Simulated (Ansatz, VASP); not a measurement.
## One calculation of Mg6O5, two programs

The input INCAR:

```
SYSTEM = Mg6O5
PREC     = Accurate       ! precision mode
ENCUT    = 520            ! plane-wave cutoff, eV
EDIFF    = 1E-6           ! SCF threshold, eV
ISMEAR   = 0              ! smearing method
SIGMA    = 0.05           ! smearing width, eV
LREAL    = .False.        ! projectors in reciprocal space
LASPH    = .True.         ! aspherical terms in the spheres
NELM     = 80             ! most SCF steps
ALGO     = Normal         ! electronic algorithm
ISIF     = 2              ! what is computed and relaxed
LWAVE    = .False.        ! write WAVECAR
LCHARG   = .True.         ! write CHGCAR
GGA      = PS             ! functional
LELF     = .True.         ! ELF
LVHAR    = .True.       
NBANDS   = 32             ! bands
```

The input KPOINTS:

```
regular mesh
0
Gamma
  4 4 4
  0 0 0
```

POSCAR

```
Mg6O5
1.0
    5.5908553621      0.0000000000      0.0000000000
    0.0000000000      5.5908553621      0.0000000000
    0.0000000000      0.0000000000      5.5908553621
Mg O
6 5
Direct
    0.2500000000      0.0000000000      0.5000000000
    0.0000000000      0.5000000000      0.2500000000
    0.5000000000      0.7500000000      0.0000000000
    0.7500000000      0.0000000000      0.5000000000
    0.0000000000      0.5000000000      0.7500000000
    0.5000000000      0.2500000000      0.0000000000
    0.5000000000      0.0000000000      0.2500000000
    0.0000000000      0.7500000000      0.5000000000
    0.9375000000      0.4373977724      0.0000000000
    0.5000000000      0.0000000000      0.7500000000
    0.0000000000      0.2500000000      0.5000000000
```

Input for Ansatz:

```yaml
crystal:
  lattice:
    - [5.5908553621, 0.0, 0.0]
    - [0.0, 5.5908553621, 0.0]
    - [0.0, 0.0, 5.5908553621]
  atoms:
    - { symbol: Mg, position: [0.25, 0.0, 0.5] }
    - { symbol: Mg, position: [0.0, 0.5, 0.25] }
    - { symbol: Mg, position: [0.5, 0.75, 0.0] }
    - { symbol: Mg, position: [0.75, 0.0, 0.5] }
    - { symbol: Mg, position: [0.0, 0.5, 0.75] }
    - { symbol: Mg, position: [0.5, 0.25, 0.0] }
    - { symbol: O, position: [0.5, 0.0, 0.25] }
    - { symbol: O, position: [0.0, 0.75, 0.5] }
    - { symbol: O, position: [0.9375, 0.4373977724, 0.0] }
    - { symbol: O, position: [0.5, 0.0, 0.75] }
    - { symbol: O, position: [0.0, 0.25, 0.5] }
basis:
  ecutwfc: 420
kpoints:
  mp_grid: { grid: [4, 4, 4] }
hamiltonian:
  xc: pbesol
  pseudopotentials: { kind: paw, azcp: { folder: soft_1 } }
scf:
  occupations: { method: gaussian, width: 0.05 }
output:
  forces: true
  stress: true
  eigenvalues: true
  write_density: true
  write_potential: true
  elf: true
  volumetric_format: npy
```

Change from the starting cell: O vacancy; atom 9 moved 0.375 of the way to it and -0.350 Å across, host rigid.

Alike in both runs: task single point; functional PBEsol; k mesh 4 × 4 × 4; occupations gaussian, width 0.05 eV; no spin polarisation.

```csv
,VASP,Ansatz
version,VASP 6.6.1,Ansatz 0.2.0
potentials or method,"VASP PAW PBE potentials, release 64 (Mg, O), cutoff 520 eV","scalar-relativistic, plane waves, PAW"
valence electrons in the cell,42,90
```

VASP gave:

```
gap on the k mesh at the Fermi level (eV)                     : 0.32
least direct gap on the mesh (eV)                             : 1.22
pressure (GPa)                                                : 15.1
traceless stress, the component that is largest in VASP (GPa) : 25.17
rms of the force components (eV/Å)                            : 4.469
```

Estimate Ansatz's values.

gap on the k mesh at the Fermi level (eV): 0.31; least direct gap on the mesh (eV): 1.22; pressure (GPa): 14.3; traceless stress, the component that is largest in VASP (GPa): 23.52; rms of the force components (eV/Å): 4.189.

VASP's potentials were made for PBE, not for PBEsol, and Ansatz warns of the same on its side. Atom by atom the forces differ by 0.281 eV/Å (rms over components). The functional is the same, so the differences come from potentials, cutoffs and numerics. VASP's potentials hold 42 valence electrons a cell and Ansatz's 90, so a difference there can come from the potentials and not from the codes.
